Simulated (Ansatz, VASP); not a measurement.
# V in VASP and in Ansatz

Contents of INCAR:

```
  PREC = Accurate
  ENCUT = 520
  EDIFF = 1E-6
  ISMEAR = -1
  SIGMA = 0.05
  LREAL = F
  LASPH = T
  NELM = 150
  ALGO = Fast
  ISIF = 2
  LWAVE = F
  LCHARG = T
  ISPIN = 2
  MAGMOM = 2 2 2 2 2 2
  LORBIT = 11
  LMAXMIX = 4
  LDIPOL = T
  IDIPOL = 3
  DIPOL = 0.5 0.5 0.500
  GGA = PE
  LELF = T
  LVHAR = T
  LVACPOTAV = T
  NBANDS = 52
```

KPOINTS

```
regular mesh
0
Gamma
  11 11 1
```

Contents of POSCAR:

```
V
1.0
    2.6205928719      0.0000000000      0.0000000000
   -0.8735309573      2.4707186539      0.0000000000
    0.0000000000      0.0000000000     25.6985255994
V
6
Direct
    0.5000000000      0.5000000000      0.2918455369
    0.0000000000      0.0000000000      0.3751073221
    0.5000000000      0.5000000000      0.4583691074
    0.0000000000      0.0000000000      0.5416308926
    0.5000000000      0.5000000000      0.6248926779
    0.0000000000      0.0000000000      0.7081544631
```

File input.yaml:

```yaml
crystal:
  lattice:
    - [2.6205928719, 0.0, 0.0]
    - [-0.8735309573, 2.4707186539, 0.0]
    - [0.0, 0.0, 25.6985255994]
  atoms:
    - { symbol: V, position: [0.5, 0.5, 0.2918455369], spin: 2.0 }
    - { symbol: V, position: [0.0, 0.0, 0.3751073221], spin: 2.0 }
    - { symbol: V, position: [0.5, 0.5, 0.4583691074], spin: 2.0 }
    - { symbol: V, position: [0.0, 0.0, 0.5416308926], spin: 2.0 }
    - { symbol: V, position: [0.5, 0.5, 0.6248926779], spin: 2.0 }
    - { symbol: V, position: [0.0, 0.0, 0.7081544631], spin: 2.0 }
hamiltonian:
  xc: pbe
  pseudopotentials: { kind: paw }
magnetization:
  spin_polarized: true
kpoints:
  mp_grid: { grid: [11, 11, 1] }
scf:
  occupations: { method: fermi_dirac, width: 0.05 }
output:
  forces: true
  eigenvalues: true
efield:
  axis: 3
  dipole_correction: true
  ramp_width: 0.04
```

Alike in both runs: task single point; functional PBE; k mesh 11 × 11 × 1; occupations fermi-dirac, width 0.05 eV; collinear spin.

|  | VASP | Ansatz |
| --- | --- | --- |
| version | VASP 6.6.1 | Ansatz 0.2.0 |
| potentials or method | VASP PAW PBE potentials, release 64 (V_sv) | Ansatz PAW |
| plane-wave cutoff (eV) | 520 | 420 |
| valence electrons in the cell | 78 | 78 |

|  | VASP | Ansatz | Ansatz less VASP |
| --- | --- | --- | --- |
| gap on the k mesh at the Fermi level (eV) | none | none | - |
| rms of the force components (eV/Å) | 0.224 | 0.227 | +0.0032 |
| net moment per atom (μB) | 0.00 | 0.00 | 0.000 |
| work function, face that differs most (eV) | 4.79 | 4.80 | +0.005 |

Atom by atom the forces differ by 0.003 eV/Å (rms over components). A gap of «none» marks a metal or a gap that the smearing closes. With one functional, cell and mesh, what is left measures potentials, basis and numerics.
